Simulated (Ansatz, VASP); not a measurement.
## NiO: VASP beside Ansatz

INCAR

```
SYSTEM = NiO
ALGO     = Normal         ! electronic algorithm
EDIFF    = 1E-7           ! SCF threshold, eV
EDIFFG   = -0.005         ! ionic threshold
ENCUT    = 600            ! plane-wave cutoff, eV
GGA      = PE             ! functional
IBRION   = 2              ! ionic algorithm
ISIF     = 3              ! what is computed and relaxed
ISMEAR   = 0              ! smearing method
ISPIN    = 2              ! spin polarisation
LASPH    = .TRUE.         ! aspherical terms in the spheres
LCHARG   = .FALSE.        ! write CHGCAR
LDAU     = .TRUE.         ! DFT+U
LDAUJ    = 0 0          
LDAUL    = 2 -1           ! shell
LDAUPRINT= 1            
LDAUTYPE = 2            
LDAUU    = 6.2 0          ! U, eV
LMAXMIX  = 4              ! l up to which the mixer works
LORBIT   = 11             ! projections on sites
LREAL    = .FALSE.        ! projectors in reciprocal space
LWAVE    = .FALSE.        ! write WAVECAR
MAGMOM   = 1.91 0.21      ! initial moments
NELM     = 150            ! most SCF steps
NSW      = 100            ! ionic steps
PREC     = Accurate       ! precision mode
SIGMA    = 0.02           ! smearing width, eV
```

Contents of KPOINTS:

```
k-points
0
G
  12 12 12
  0 0 0
```

File POSCAR:

```
NiO
1.0
    0.0000000000      2.1337376393      2.1337376393
    2.1337376393      0.0000000000      2.1337376393
    2.1337376393      2.1337376393      0.0000000000
Ni O
1 1
Direct
    0.0000000000      0.0000000000      0.0000000000
    0.5000000000      0.5000000000      0.5000000000
```

Input for Ansatz:

```yaml
crystal:
  lattice:
    - [0.0, 2.1337376371, 2.1337376371]
    - [2.1337376371, 0.0, 2.1337376371]
    - [2.1337376371, 2.1337376371, 0.0]
  atoms:
    - { symbol: Ni, position: [0.0, 0.0, 0.0], spin: 1.91 }
    - { symbol: O, position: [0.5, 0.5, 0.5], spin: 0.21 }
basis:
  ecutwfc: 420
kpoints:
  mp_grid: { grid: [12, 12, 12] }
hamiltonian:
  xc: pbe
  hubbard: { sites: [{ species: Ni, l: d, u_eff: 6.2 }] }
scf:
  occupations: { method: gaussian, width: 0.02 }
output:
  forces: true
  stress: true
  eigenvalues: true
  populations: true
magnetization:
  spin_polarized: true
relax:
  adjacent_minimum: "off"
  f_tol: 0.005
  max_steps: 80
  cell: { stress_tol: 0.05 }
```

Alike in both runs: task relaxation of cell and atoms; functional PBE; k mesh 12 × 12 × 12; occupations gaussian, width 0.02 eV; collinear spin; Hubbard terms Ni d U = 6.2 eV.

```csv
,VASP,Ansatz
version,VASP 6.6.1,Ansatz 0.2.0
potentials or method,"VASP PAW PBE potentials, release 64 (Ni, O), cutoff 600 eV","scalar-relativistic, plane waves, PAW"
valence electrons in the cell,16,24
```

VASP gave:

- gap on the k mesh at the Fermi level, each at its own relaxed structure (eV): 2.55
- net moment per atom (μB): 1.00
- size of the moment on the site where the two differ most (μB): 1.82
- relaxed volume (Å³/atom): 9.23
- relaxed cell length with the largest relative difference (Å): 2.966

**Question.** Estimate Ansatz's values.

**Answer.** gap on the k mesh at the Fermi level, each at its own relaxed structure (eV): 1.94; net moment per atom (μB): 1.00; size of the moment on the site where the two differ most (μB): 1.74; relaxed volume (Å³/atom): 9.71; relaxed cell length with the largest relative difference (Å): 3.018.

Site moments also hang on the region over which each program counts them. The programs project onto different local orbitals, so the same U acts differently, and such runs can settle in different states. VASP's potentials hold 16 valence electrons a cell and Ansatz's 24, so a difference there can come from the potentials and not from the codes.
